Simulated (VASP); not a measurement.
Sn: single point with LDA

Crystal: Sn.

```
Sn
1.0
     0.00000    3.23684    3.23684
     3.23684    0.00000    3.23684
     3.23684    3.23684    0.00000
Sn
2
Direct
  0.50000 0.50000 0.50000
  0.75000 0.75000 0.75000
```

```yaml
Program: VASP 6.6.1
Task: single point
Functional: LDA
Potentials_or_basis: VASP PAW LDA potentials, release 64 (Sn_d)
Cutoff: 520 eV
k_mesh: 12 × 12 × 12
Occupations: gaussian, width 0.1 eV
Spin: no spin polarisation
```

```yaml
Pressure: 0.0 GPa
Band_gap_on_the_k_mesh: zero (band 14 reaches 5.53 eV, above the bottom of band 15 at 5.36 eV)
```

Levels at points of the mesh, in eV from the Fermi level:
```csv
k point,band 12,band 13,band 14,band 15,band 16,band 17
"(0.00, 0.00, 0.00)",-0.73,0.10,0.10,0.10,2.16,2.16
"(0.50, 0.00, 0.00)",-6.35,-1.11,-1.11,-0.07,3.24,3.24
"(0.50, 0.50, 0.00)",-7.57,-2.47,-2.47,0.77,0.77,7.71
```

It took 69 s on 1 thread of Intel(R) Xeon(R) Platinum 8375C CPU @ 2.90GHz (Ice Lake), with other jobs on the host, peak memory 0.22 GiB.

Caveat: spin-orbit coupling is left out, which moves the levels of the heavy elements.
